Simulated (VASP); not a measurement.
# CdTe (F-43m) in VASP: single point with HSE06

Aim: the single point of CdTe with HSE06.

All numbers are computed with VASP 6.6.1; they aren't measurements. Logs are shortened: lines on timing, memory, paths and dates and some standing lists are left out, and cuts for length are marked.

### Step 1. The cell of the first run

Symmetry: F-43m, No. 216, cubic system. The conventional cell has a = 6.556 Å, b = 6.556 Å, c = 6.556 Å, α = 90.00°, β = 90.00°, γ = 90.00°. Within 3.7 Å of Cd (site symmetry -43m) lie 4 Te at 2.84 Å. Within 3.7 Å of Te (site symmetry -43m) lie 4 Cd at 2.84 Å.

### Step 2. Single point, HSE06

Contents of POSCAR:

```
CdTe
1.0
    0.0000000000      3.2781244351      3.2781244351
    3.2781244351      0.0000000000      3.2781244351
    3.2781244351      3.2781244351      0.0000000000
Cd Te
1 1
Direct
    0.0000000000      0.0000000000      0.0000000000
    0.7500000000      0.7500000000      0.7500000000
```

Contents of INCAR.step1:

```
SYSTEM = CdTe
PREC = Accurate
ENCUT = 400
EDIFF = 1E-5
ISMEAR = -1
SIGMA = 0.01
LREAL = .FALSE.
LASPH = .TRUE.
NELM = 120
ALGO = Normal
ISIF = 2
LWAVE = .TRUE.
LCHARG = .FALSE.
GGA = PE
NBANDS = 16
GGA_COMPAT = .FALSE.
```

Contents of INCAR.step2:

```
SYSTEM = CdTe
PREC = Accurate
ENCUT = 400
EDIFF = 1E-6
ISMEAR = -1
SIGMA = 0.01
LREAL = .FALSE.
LASPH = .TRUE.
NELM = 120
ALGO = Normal
ISIF = 2
LWAVE = .FALSE.
LCHARG = .FALSE.
GGA = PE
LHFCALC = .TRUE.
HFSCREEN = 0.2079
PRECFOCK = Normal
ISTART = 1
NBANDS = 16
GGA_COMPAT = .FALSE.
```

Contents of KPOINTS:

```
regular mesh
0
G
  6 6 6
  0 0 0
```

Potentials or basis: VASP PAW PBE potentials, release 64 (Cd, Te).

Command:

```console
cat potpaw_PBE.64/Cd/POTCAR potpaw_PBE.64/Te/POTCAR > POTCAR
cp INCAR.step1 INCAR
mpirun -np 1 vasp_std > vasp.out
cp INCAR.step2 INCAR
mpirun -np 1 vasp_std > vasp.out
```

OUTCAR:

```text
SYSTEM = CdTe
   PREC = Accurate
   ENCUT = 400
   EDIFF = 1E-6
   ISMEAR = -1
   LREAL = .FALSE.
   LASPH = .TRUE.
   NELM = 120
   ISIF = 2
   GGA = PE
   LHFCALC = .TRUE.
   HFSCREEN = 0.2079
   PRECFOCK = Normal
   ISTART = 1

 ion  position               nearest neighbor table
   1  0.000  0.000  0.000-   2 2.84   2 2.84   2 2.84   2 2.84
   2  0.750  0.750  0.750-   1 2.84   1 2.84   1 2.84   1 2.84

  LATTYP: Found a face centered cubic cell.
 ALAT       =     6.5562488702

  Lattice vectors:

 A1 = (   0.0000000000,   3.2781244351,   3.2781244351)
 A2 = (   3.2781244351,   0.0000000000,   3.2781244351)
 A3 = (   3.2781244351,   3.2781244351,   0.0000000000)

Analysis of symmetry for initial positions (statically):
=====================================================================
 Subroutine PRICEL returns:
 Original cell was already a primitive cell.

 Routine SETGRP: Setting up the symmetry group for a
 face centered cubic supercell.

 Subroutine GETGRP returns: Found 24 space group operations
 (whereof 24 operations were pure point group operations)
 out of a pool of 48 trial point group operations.

The static configuration has the point symmetry T_d .

Analysis of symmetry for dynamics (positions and initial velocities):
=====================================================================
 Subroutine PRICEL returns:
 Original cell was already a primitive cell.

 Routine SETGRP: Setting up the symmetry group for a
 face centered cubic supercell.

 Subroutine GETGRP returns: Found 24 space group operations
 (whereof 24 operations were pure point group operations)
 out of a pool of 48 trial point group operations.

The dynamic configuration has the point symmetry T_d .

 Subroutine INISYM returns: Found 24 space group operations
 (whereof 24 operations are pure point group operations),
 and found     1 'primitive' translations

----------------------------------------------------------------------------------------

                                     Primitive cell

  volume of cell :      70.4541

  direct lattice vectors                    reciprocal lattice vectors
     0.000000000  3.278124435  3.278124435    -0.152526242  0.152526242  0.152526242
     3.278124435  0.000000000  3.278124435     0.152526242 -0.152526242  0.152526242
     3.278124435  3.278124435  0.000000000     0.152526242  0.152526242 -0.152526242

  length of vectors
     4.635968035  4.635968035  4.635968035     0.264183200  0.264183200  0.264183200

  position of ions in fractional coordinates (direct lattice)
     0.000000000  0.000000000  0.000000000
     0.750000000  0.750000000  0.750000000

  ion indices of the primitive-cell ions
   primitive index   ion index
                 1           1
                 2           2

----------------------------------------------------------------------------------------

 KPOINTS: regular mesh

Automatic generation of k-mesh.
 Grid dimensions read from file:
 generate k-points for:    6    6    6

 Generating k-lattice:

  Cartesian coordinates                     Fractional coordinates (reciprocal lattice)
    -0.025421040  0.025421040  0.025421040     0.166666667  0.000000000  0.000000000
     0.025421040 -0.025421040  0.025421040     0.000000000  0.166666667  0.000000000
     0.025421040  0.025421040 -0.025421040     0.000000000  0.000000000  0.166666667

  Length of vectors
     0.044030533  0.044030533  0.044030533

  Shift w.r.t. Gamma in fractional coordinates (k-lattice)
     0.000000000  0.000000000  0.000000000

 Subroutine IBZKPT returns following result:
 ===========================================

 Found     16 irreducible k-points:

 Following reciprocal coordinates:
            Coordinates               Weight
  0.000000  0.000000  0.000000      1.000000
  0.166667  0.000000  0.000000      8.000000
  0.333333  0.000000  0.000000      8.000000
  0.500000  0.000000  0.000000      4.000000
  0.166667  0.166667  0.000000      6.000000
  0.333333  0.166667  0.000000     24.000000
[... 8 lines left out ...]
 -0.333333  0.333333  0.166667     24.000000
 -0.333333  0.500000  0.166667     12.000000
   k-points           NKPTS =     16   k-points in BZ     NKDIM =    216   number of bands    NBANDS=     16
   number of dos      NEDOS =    301   number of ions     NIONS =      2
   total plane-waves  NPLWV =  27000
   dimension x,y,z NGX =    30 NGY =   30 NGZ =   30
   dimension x,y,z NGXF=    60 NGYF=   60 NGZF=   60
   ions per type =               1   1
   NGX,Y,Z   is equivalent  to a cutoff of  10.76, 10.76, 10.76 a.u.
   NGXF,Y,Z  is equivalent  to a cutoff of  21.52, 21.52, 21.52 a.u.
 SYSTEM =  CdTe
   PREC   = accura    normal or accurate (medium, high low for compatibility)
   ISTART =      1    job   : 0-new  1-cont  2-samecut
   ICHARG =      0    charge: 1-file 2-atom 10-const
   ISPIN  =      1    spin polarized calculation?
   LNONCOLLINEAR =      F non collinear calculations
   LSORBIT =      F    spin-orbit coupling
   LASPH  =      T    aspherical Exc in radial PAW
   ENCUT  =  400.0 eV  29.40 Ry    5.42 a.u.   7.56  7.56  7.56*2*pi/ulx,y,z
   NELM   =    120;   NELMIN=  2; NELMDL=  0     # of ELM steps
   EDIFF  = 0.1E-05   stopping-criterion for ELM
   LREAL  =      F    real-space projection
   EDIFFG = 0.1E-04   stopping-criterion for IOM
   NSW    =      0    number of steps for IOM
   IBRION =     -1    ionic relax: 0-MD 1-quasi-New 2-CG
   NFREE  =      0    steps in history (QN), initial steepest desc. (CG)
   ISIF   =      2    stress and relaxation
   ISYM   =      3    0-nonsym 1-usesym 2-fastsym
   POTIM  = 0.5000    time-step for ionic-motion
   TEBEG  =    0.0;   TEEND  =   0.0 temperature during run
   PSTRESS=    0.0 pullay stress
   NELECT =      18.0000    total number of electrons
   NUPDOWN=      -1.0000    fix difference up-down
   EMIN   =  10.00;   EMAX   =-10.00  energy-range for DOS
   EFERMI =   0.00;   METHOD = LEGACY
   ISMEAR =    -1;   SIGMA  =   0.01  broadening in eV -4-tet -1-fermi 0-gaus
   EFERMI_NEDOS =   21; number of points for ismear=-14 and -15
   IALGO  =     38    algorithm
   IMIX   =      1    mixing-type and parameters
     AMIX     =   0.40;   BMIX     =  1.00
     AMIX_MAG =   1.60;   BMIX_MAG =  1.00
  volume/ion in A,a.u.               =      35.23       237.72
  Fermi-wavevector in a.u.,A,eV,Ry     =   1.038796  1.963040 14.682005  1.079097
  Thomas-Fermi vector in A             =   2.173297
   LORBIT       =      0    0 simple, 1 ext, 2 COOP (PROOUT), +10 PAW based schemes
   GGA     = PE    functional components
   LHFCALC =     T    Hartree Fock is set to
   PRECFOCK=normal    Normal, Fast or Accurate (Low or Medium for compatibility)
   ENCUT4O =  -1.0   cutoff for four orbital integrals eV
   NKREDX  =     1    reduce k-point grid by
   NKREDY  =     1    reduce k-point grid by
   NKREDZ  =     1    reduce k-point grid by
   AEXX    =    0.2500 exact exchange contribution
   HFSCREEN=    0.2079 screening length (either q_TF or 0.3 A-1)
   HFSCREENC=   0.2079 screening length for correlation (either q_TF or 0.3 A-1)
   ENCUTFOCK=  -1.0 apply spherical cutoff to Coloumb kernel
   IVDW    =     0    specifies the selected vdW correction
   LEPSILON=     F    determine dielectric tensor
   LRPA    =     F    only Hartree local field effects (RPA)
 non-spin polarized calculation
  energy-cutoff  :      400.00
  volume of cell :       70.45
 maximum number of plane-waves:      1303
  NGX = 24; NGY = 24; NGZ = 24

 number of electron      17.9999994 magnetization

 Free energy of the ion-electron system (eV)
  ---------------------------------------------------
  ext. energy  EPLUGINS =         0.00000000
  ---------------------------------------------------
  free energy    TOTEN  =        -6.03494738 eV

  energy without entropy =       -6.03494738  energy(sigma->0) =       -6.03494738

 E-fermi :   1.7964     XC(G=0):  -7.0481

 val. band max:        1.5345114025   @ k =   0.0000   0.0000   0.0000
 cond. band min:       2.9651902255   @ k =   0.0000   0.0000   0.0000
 fundamental gap:      1.4306788230
 Fermi energy:         1.7964048233

 k-point     1 :       0.0000    0.0000    0.0000
  band No.  band energies     occupation
      1     -10.4059      2.00000
      2      -7.9466      2.00000
      3      -7.9466      2.00000
      4      -7.9466      2.00000
      5      -7.7074      2.00000
      6      -7.7074      2.00000
[... 8 lines left out ...]
     15      11.8045      0.00000
     16      11.8045      0.00000

 k-point     2 :       0.1667    0.0000    0.0000
  band No.  band energies     occupation
      1     -10.3116      2.00000
      2      -7.9307      2.00000
      3      -7.9307      2.00000
      4      -7.8493      2.00000
      5      -7.7089      2.00000
      6      -7.7089      2.00000
[... 8 lines left out ...]
     15      10.9045      0.00000
     16      10.9495      0.00000

 k-point     3 :       0.3333    0.0000    0.0000
  band No.  band energies     occupation
      1     -10.1324      2.00000
      2      -7.9016      2.00000
      3      -7.9016      2.00000
      4      -7.7056      2.00000
      5      -7.7056      2.00000
      6      -7.5415      2.00000
[... 8 lines left out ...]
     15      11.3433      0.00000
     16      11.3433      0.00000

 k-point     4 :       0.5000    0.0000    0.0000
  band No.  band energies     occupation
      1     -10.0501      2.00000
      2      -7.8899      2.00000
      3      -7.8899      2.00000
      4      -7.7008      2.00000
      5      -7.7008      2.00000
      6      -7.2916      2.00000
[... 8 lines left out ...]
     15      12.8526      0.00000
     16      12.8526      0.00000
[... 172 lines left out ...]
 k-point    14 :       0.5000    0.3333    0.1667
  band No.  band energies     occupation
      1     -10.0248      2.00000
      2      -7.8622      2.00000
      3      -7.8537      2.00000
      4      -7.7408      2.00000
      5      -7.6970      2.00000
      6      -7.3106      2.00000
[... 8 lines left out ...]
     15      12.7826      0.00000
     16      13.9655      0.00000

 k-point    15 :      -0.3333    0.3333    0.1667
  band No.  band energies     occupation
      1      -9.9752      2.00000
      2      -7.8544      2.00000
      3      -7.8412      2.00000
      4      -7.7292      2.00000
      5      -7.7047      2.00000
      6      -7.1223      2.00000
[... 8 lines left out ...]
     15      12.9764      0.00000
     16      13.7205      0.00000

 k-point    16 :      -0.3333    0.5000    0.1667
  band No.  band energies     occupation
      1      -9.9509      2.00000
      2      -7.8314      2.00000
      3      -7.8250      2.00000
      4      -7.7494      2.00000
      5      -7.6962      2.00000
      6      -7.0675      2.00000
[... 8 lines left out ...]
     15      13.6122      0.00000
     16      13.8581      0.00000

------------------------ aborting loop because EDIFF is reached ----------------------------------------

  FORCE on cell =-STRESS in cart. coord.  units (eV):
  Direction    XX          YY          ZZ          XY          YZ          ZX
  --------------------------------------------------------------------------------------
  -------------------------------------------------------------------------------------
  Total       -0.1020985     -0.1020985     -0.1020985     -0.0000000     -0.0000000     -0.0000000
  in kB       -2.3217945     -2.3217945     -2.3217945     -0.0000000     -0.0000000     -0.0000000
  external PRESSURE =      -2.3217945 kB  Pullay stress =       0.0000000 kB

 VOLUME and BASIS-vectors are now :
 -----------------------------------------------------------------------------
  energy-cutoff  :      400.00
  volume of cell :       70.45
      direct lattice vectors                 reciprocal lattice vectors
     0.000000000  3.278124435  3.278124435    -0.152526242  0.152526242  0.152526242
     3.278124435  0.000000000  3.278124435     0.152526242 -0.152526242  0.152526242
     3.278124435  3.278124435  0.000000000     0.152526242  0.152526242 -0.152526242

 POSITION                                       TOTAL-FORCE (eV/Angst)
 -----------------------------------------------------------------------------------
      0.00000      0.00000      0.00000         0.000000      0.000000      0.000000
      4.91719      4.91719      4.91719        -0.000000     -0.000000     -0.000000
 -----------------------------------------------------------------------------------
    total drift:                               -0.000005     -0.000009     -0.000003

  FREE ENERGIE OF THE ION-ELECTRON SYSTEM (eV)
  ---------------------------------------------------
  free  energy   TOTEN  =        -6.0349473804 eV

  energy  without entropy=       -6.0349473804  energy(sigma->0) =       -6.03494738
```

Wall time 61 min (1 thread of Intel Xeon 8259CL, shared host); peak memory 0.31 GiB.

Results:

- Free energy: -6.0349 eV
- Pressure: -0.2 GPa
- Band gap on the k mesh: 1.43 eV

Caveat: the PAW data sets were made with another functional, which shifts forces and pressure a little; spin-orbit coupling is left out, which moves the levels of the heavy elements.
